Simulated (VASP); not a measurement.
## Cs: relaxation of shape and atoms at fixed volume with PBE

The system is Cs.

```xyz
2
Lattice="5.4045 0.0000 0.0000 -2.7023 4.6804 0.0000 0.0000 0.0000 8.9465" Properties=species:S:1:pos:R:3 pbc="T T T"
Cs    0.0000    3.1203    2.2366
Cs    2.7023    1.5601    6.7099
```

This isn't the form of Cs at room conditions, which is bcc.

```
Program                : VASP 6.6.1
Task                   : relaxation of shape and atoms at fixed volume
Functional             : PBE
Potentials or basis    : VASP PAW PBE potentials, release 64 (Cs_sv)
Cutoff                 : 600 eV
k mesh                 : 9 × 9 × 6
Occupations            : gaussian, width 0.1 eV
Spin                   : no spin polarisation
Dipole correction      : no
Further INCAR settings : ALGO = Fast; EDIFF = 1e-06; IBRION = 2; EDIFFG = -0.01; NSW = 50; ISIF = 4
```

```json
{
 "Pressure after relaxing": "0.1 GPa",
 "Band gap on the k mesh": "zero (bands 9 and 10 overlap by 1.88 eV)"
}
```

Final structure:
```
Cs
1.0
     5.40451    0.00000    0.00000
    -2.70226    4.68044    0.00000
     0.00000    0.00000    8.94649
Cs
2
Direct
  0.33333 0.66667 0.25000
  0.66667 0.33333 0.75000
```

Levels at points of the mesh, in eV from the Fermi level:
```
           k point  band 5  band 6  band 7  band 8  band 9  band 10  band 11  band 12  band 13
(0.00, 0.00, 0.00)  -10.62  -10.60  -10.60  -10.60   -1.71    -0.08     0.73     2.37     2.40
(0.00, 0.00, 0.50)  -10.61  -10.61  -10.61  -10.61   -1.10    -1.10     1.59     1.59     2.41
```

Wall time 4.1 min on 1 thread of Intel Xeon 8259CL (shared host), peak memory 0.48 GiB.

Caveat: spin-orbit coupling is left out, which moves the levels of the heavy elements.
